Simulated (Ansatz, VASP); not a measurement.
**One calculation of TiC, two programs**

The input INCAR:

```
SYSTEM = TiC
  PREC = Accurate
  ENCUT = 520
  EDIFF = 1E-6
  ISMEAR = 0
  SIGMA = 0.15
  LREAL = .False.
  LASPH = .True.
  NELM = 80
  ALGO = Normal
  ISIF = 2
  LWAVE = .False.
  LCHARG = .True.
  GGA = PE
  LELF = .True.
  LVHAR = .True.
  NBANDS = 15
```

The input KPOINTS:

```
Automatic mesh
0
Gamma
  24 24 24
  0 0 0
```

POSCAR

```
TiC
1.0
    0.0000000000      2.1664615241      2.1664615241
    2.1664615241      0.0000000000      2.1664615241
    2.1664615241      2.1664615241      0.0000000000
Ti C
1 1
Direct
    0.0000000000      0.0000000000      0.0000000000
    0.3846044588      0.3846044588      0.6153955412
```

Input for Ansatz:

```yaml
crystal:
  lattice:
    - [0.0, 2.1664615241, 2.1664615241]
    - [2.1664615241, 0.0, 2.1664615241]
    - [2.1664615241, 2.1664615241, 0.0]
  atoms:
    - { symbol: Ti, position: [0.0, 0.0, 0.0] }
    - { symbol: C, position: [0.3846044588, 0.3846044588, 0.6153955412] }
basis:
  ecutwfc: 420
kpoints:
  mp_grid: { grid: [24, 24, 24] }
hamiltonian:
  xc: pbe
scf:
  occupations: { method: gaussian, width: 0.15 }
output:
  forces: true
  stress: true
  eigenvalues: true
```

Change from the starting cell: all C atoms moved -0.500 Å, as atom 2 along Cartesian [0 0 1].

Alike in both runs: task single point; functional PBE; k mesh 24 × 24 × 24; occupations gaussian, width 0.15 eV; no spin polarisation.

|  | VASP | Ansatz |
| --- | --- | --- |
| version | VASP 6.6.1 | Ansatz 0.2.0 |
| potentials or method | VASP PAW PBE potentials, release 64 (Ti_sv, C), cutoff 520 eV | scalar-relativistic, plane waves, PAW |
| valence electrons in the cell | 16 | 16 |

Ansatz gave:

| Quantity | Value |
| --- | --- |
| gap on the k mesh at the Fermi level (eV) | none |
| rms of the force components (eV/Å) | 4.979 |

Which values does VASP return?

gap on the k mesh at the Fermi level (eV): none; rms of the force components (eV/Å): 5.045.

Atom by atom the forces differ by 0.066 eV/Å (rms over components). A gap of «none» marks a metal or a gap that the smearing closes.
